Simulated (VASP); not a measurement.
The system is TiPd.

```
CELL_PARAMETERS angstrom
3.18000 0.00000 0.00000
0.00000 3.18000 0.00000
0.00000 0.00000 3.18000
ATOMIC_POSITIONS crystal
Ti 0.50000 0.50000 0.50000
Pd 0.00000 0.00000 0.00000
```

| Item | Value |
| --- | --- |
| Program | VASP 6.6.1 |
| Task | relaxation of cell and atoms |
| Functional | PBEsol |
| Potentials or basis | VASP PAW PBE potentials, release 64 (Ti_sv, Pd) |
| Cutoff | 500 eV |
| k mesh | 13 × 13 × 13 |
| Occupations | fermi-dirac, width 0.05 eV |
| Spin | no spin polarisation |

At the start: pressure -7.0 GPa; volume 16.08 Å³/atom.

Task: Where does the relaxation end?

Result: Over 4 steps the energy falls by 16.2 meV/atom and the volume is 15.36 Å³/atom (-4.5 %); space group Pm-3m (No. 221, to 0.1 Å) before and after.

Step by step:
```tsv
step	energy change (eV)	largest force (eV/Å)	pressure (GPa)	volume (Å³)
1	0.0000	0.0000	-6.97	32.16
2	0.0242	0.0000	11.12	29.01
3	-0.0324	0.0000	-0.09	30.75
4	-0.0324	0.0000	0.05	30.72
```

Final structure:
```
CELL_PARAMETERS angstrom
3.13192 0.00000 0.00000
0.00000 3.13192 0.00000
0.00000 0.00000 3.13192
ATOMIC_POSITIONS crystal
Ti 0.50000 0.50000 0.50000
Pd 0.00000 0.00000 0.00000
```

Caveat: the PAW data sets were made with another functional, which shifts forces and pressure a little.
